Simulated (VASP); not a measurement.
Set up this calculation in VASP 6.6.1, as the native input.

* Task: single point
* Functional: LDA
* Potentials or basis: VASP PAW LDA potentials, release 64 (Ta_sv_GW, N)
* Cutoff: 600 eV
* k mesh: 18 × 18 × 18
* Occupations: gaussian, width 0.15 eV
* Spin: no spin polarisation
* Dipole correction: no
* Second run: valence_matched
* Further INCAR settings: ALGO = Normal; EDIFF = 1e-06; NBANDS = 16

The structure of TaN lies in POSCAR:

```
TaN
1.0
    0.0000000000      2.1194897592      2.1194897592
    2.1194897592      0.0000000000      2.1194897592
    2.1194897592      2.1194897592      0.0000000000
Ta N
1 1
Direct
    0.5000000000      0.5000000000      0.5000000000
    0.0000000000      0.0000000000      0.0000000000
```

These files were run (other wordings do the same):

INCAR

```
SYSTEM = TaN
PREC = Accurate
ENCUT = 600
EDIFF = 1E-6
ISMEAR = 0
SIGMA = 0.15
LREAL = .FALSE.
LASPH = .TRUE.
NELM = 120
ALGO = Normal
ISIF = 2
LWAVE = .FALSE.
LCHARG = .TRUE.
GGA = CA
LELF = .TRUE.
LVHAR = .TRUE.
NBANDS = 16
GGA_COMPAT = .FALSE.
```

KPOINTS

```
Automatic mesh
0
G
  18 18 18
  0 0 0
```

Potentials or basis: VASP PAW LDA potentials, release 64 (Ta_sv_GW, N).

Run with:

```bash
$ cat potpaw_LDA.64/Ta_sv_GW/POTCAR potpaw_LDA.64/N/POTCAR > POTCAR
$ mpirun -np 1 vasp_std > vasp.out
```

Results of the run:

```
Pressure               : 35.7 GPa
Band gap on the k mesh : zero (band 9 reaches 17.52 eV, above the bottom of band 10 at 12.81 eV)
```

Caveat: spin-orbit coupling is left out, which moves the levels of the heavy elements.

It took 50 s on 1 thread of AMD EPYC 7R13 Processor (Zen 3) (shared host), peak memory 0.17 GiB.
